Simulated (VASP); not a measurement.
Set up this calculation in VASP 6.6.1, as the native input.

```
Task                   : relaxation of cell and atoms
Functional             : RPBE
Dispersion             : D3(BJ)
Potentials or basis    : VASP PAW PBE potentials, release 64 (Cs_sv, I, Sn_d)
Cutoff                 : 600 eV
k mesh                 : 5 × 5 × 5
Occupations            : fermi-dirac, width 0.05 eV
Spin                   : no spin polarisation
Dipole correction      : no
Further INCAR settings : ALGO = Normal; EDIFF = 1e-07; IBRION = 2; EDIFFG = -0.01; NSW = 60; ISIF = 3
```

The structure of CsSnI3 lies in POSCAR:

```
CsSnI3
1.0
    6.2057000000      0.0000000000      0.0000000000
    0.0000000000      6.2057000000      0.0000000000
    0.0000000000      0.0000000000      6.2057000000
Cs I Sn
1 3 1
Direct
    0.0000000000      0.0000000000      0.0000000000
    0.5000000000      0.5000000000      0.0000000000
    0.5000000000      0.0000000000      0.5000000000
    0.0000000000      0.5000000000      0.5000000000
    0.5000000000      0.5000000000      0.5000000000
```

The input as run:

INCAR

```
  ALGO = Normal
  EDIFF = 1E-7
  EDIFFG = -0.01
  ENCUT = 600
  GGA = RP
  IBRION = 2
  ISIF = 3
  ISMEAR = -1
  IVDW = 12
  LASPH = True
  LCHARG = False
  LREAL = False
  LWAVE = False
  NELM = 80
  NSW = 60
  PREC = Accurate
  SIGMA = 0.05
```

KPOINTS

```
k-points
0
Gamma
  5 5 5
```

Potentials or basis: VASP PAW PBE potentials, release 64 (Cs_sv, I, Sn_d).

The run is started by

```bash
$ cat potpaw_PBE.64/Cs_sv/POTCAR potpaw_PBE.64/I/POTCAR potpaw_PBE.64/Sn_d/POTCAR > POTCAR
$ mpirun -np 1 vasp_std > vasp.out
```

Results of the run:

```json
{
  "Relaxed volume": "36.68 Å³/atom",
  "Relaxed cell": "a = 5.681 Å, b = 5.681 Å, c = 5.681 Å, α = 90.00°, β = 90.00°, γ = 90.00°",
  "Space group after relaxing (to 0.1 Å)": "Pm-3m (No. 221)",
  "Energy gained by relaxing": "190.3 meV/atom",
  "Ionic steps": "4",
  "Pressure after relaxing": "0.0 GPa",
  "Band gap on the k mesh": "1.55 eV",
  "Dispersion energy per atom": "-1.573 eV"
}
```

Caveat: the volume moved by over 15 % at a fixed basis, so the end points are rough; the PAW data sets were made with another functional, which shifts forces and pressure a little; spin-orbit coupling is left out, which moves the levels of the heavy elements; an odd mesh through Γ misses points on the zone boundary, where band edges can lie.

It took 4.4 min on 1 thread of Intel(R) Xeon(R) Platinum 8488C (Sapphire Rapids), on a shared host, peak memory 0.43 GiB.
